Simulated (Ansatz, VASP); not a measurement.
# Two plane-wave programs on Sr

```
Sr
1.0
    -1.28315    2.56630    2.56630
     2.56630   -1.28315    2.56630
     2.56630    2.56630   -1.28315
Sr
1
Direct
  0.00000 0.00000 0.00000
```

Alike in both runs: task single point; functional r2SCAN; k mesh 16 × 16 × 16; occupations gaussian, width 0.15 eV; no spin polarisation.

|  | VASP | Ansatz |
| --- | --- | --- |
| version | VASP 6.6.1 | Ansatz 0.2.0 |
| potentials or method | VASP PAW PBE potentials, release 64 (Sr_sv), cutoff 520 eV | scalar-relativistic, plane waves, PAW |
| valence electrons in the cell | 10 | 10 |

```tsv
	VASP	Ansatz	Ansatz less VASP
gap on the k mesh at the Fermi level (eV)	none	none	-
pressure (GPa)	-0.2	-0.2	0.00
```

VASP's potentials were made for PBE, not for r2SCAN. A gap of «none» marks a metal or a gap that the smearing closes.
